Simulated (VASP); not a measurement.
Write the native input for VASP 6.6.1 that does the following.

```
Task                   : single point
Functional             : PBE
Potentials or basis    : VASP PAW PBE potentials, release 64 (Ru_pv, S)
Cutoff                 : 520 eV
k mesh                 : 6 × 6 × 6
Occupations            : gaussian, width 0.1 eV
Spin                   : collinear spin, ferromagnetic start
Starting moments       : [1.0, 1.0, 0.0] μB
Dipole correction      : no
Further INCAR settings : ALGO = Normal; EDIFF = 1e-06; NBANDS = 28
```

The structure of Ru2S lies in POSCAR:

```
Ru2S
1.0
    1.6685262625      0.9633240868      5.0393761431
   -1.6685262625      0.9633240868      5.0393761431
    0.0000000000     -1.9266481736      5.0393761431
Ru S
2 1
Direct
    0.7500000000      0.7500000000      0.7500000000
    0.2500000000      0.2500000000      0.2500000000
    0.0000000000      0.0000000000      0.0000000000
```

One way to write it, as run:

INCAR

```
ALGO = Normal ; EDIFF = 1E-6
ENCUT = 520 ; GGA = PE
ISIF = 2 ; ISMEAR = 0
ISPIN = 2 ; LASPH = True
LCHARG = False ; LMAXMIX = 4
LORBIT = 11 ; LREAL = False
LWAVE = False ; MAGMOM = 1 1 0
NBANDS = 28 ; NELM = 150
PREC = Accurate ; SIGMA = 0.1
```

KPOINTS

```
k-points
0
Gamma
  6 6 6
```

Potentials or basis: VASP PAW PBE potentials, release 64 (Ru_pv, S).

Launch:

```bash
$ cat potpaw_PBE.64/Ru_pv/POTCAR potpaw_PBE.64/S/POTCAR > POTCAR
$ mpirun -np 1 vasp_std > vasp.out
```

It gave:

- Pressure: -10.6 GPa
- Largest force: 0.014 eV/Å
- Band gap on the k mesh: zero (filled and empty bands overlap)
- Net moment: 0.00 μB per cell
- Valence electrons inside the program's atomic spheres: Ru 12.58; S 3.61

Caveat: the k points lie up to 0.37 Å⁻¹ apart.

It took 66 s on 1 thread of Intel(R) Xeon(R) 6975P-C (Granite Rapids), with other jobs on the host, peak memory 0.32 GiB.
